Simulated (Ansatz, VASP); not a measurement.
**Two plane-wave programs on GaN**

The input INCAR:

```
SYSTEM = GaN
  PREC = Accurate
  ENCUT = 520
  EDIFF = 1E-6
  ISMEAR = 0
  SIGMA = 0.05
  LREAL = .FALSE.
  LASPH = .TRUE.
  NELM = 80
  ALGO = Normal
  ISIF = 2
  LWAVE = .FALSE.
  LCHARG = .FALSE.
  GGA = PE
  NBANDS = 16
```

Contents of KPOINTS:

```
Automatic mesh
0
G
  10 10 10
  0 0 0
```

Contents of POSCAR:

```
GaN
1.0
    0.0000000000      2.3661756379      2.1971630923
    2.3661756379      0.0000000000      2.1971630923
    2.3661756379      2.3661756379      0.0000000000
Ga N
1 1
Direct
    0.0000000000      0.0000000000      0.0000000000
    0.7500000000      0.7500000000      0.7500000000
```

Input for Ansatz:

```yaml
crystal:
  lattice:
    - [0.0, 2.3661756379, 2.1971630923]
    - [2.3661756379, 0.0, 2.1971630923]
    - [2.3661756379, 2.3661756379, 0.0]
  atoms:
    - { symbol: Ga, position: [0.0, 0.0, 0.0] }
    - { symbol: "N", position: [0.75, 0.75, 0.75] }
basis:
  ecutwfc: 420
kpoints:
  mp_grid: { grid: [10, 10, 10] }
hamiltonian:
  xc: pbe
scf:
  occupations: { method: gaussian, width: 0.05 }
output:
  forces: true
  stress: true
  eigenvalues: true
```

Change from the starting cell: strain +0.050 along x and y, -0.025 along z, atoms carried along.

Alike in both runs: task single point; functional PBE; k mesh 10 × 10 × 10; occupations gaussian, width 0.05 eV; no spin polarisation.

|  | VASP | Ansatz |
| --- | --- | --- |
| version | VASP 6.6.1 | Ansatz 0.2.0 |
| potentials or method | VASP PAW PBE potentials, release 64 (Ga_d, N), cutoff 520 eV | scalar-relativistic, plane waves, PAW |
| valence electrons in the cell | 18 | 18 |

```csv
,VASP,Ansatz,Ansatz less VASP
gap on the k mesh at the Fermi level (eV),1.05,1.05,-0.003
least direct gap on the mesh (eV),1.05,1.05,-0.003
pressure (GPa),-7.1,-7.3,-0.17
"traceless stress, the component that is largest in VASP (GPa)",5.27,5.28,+0.009
```
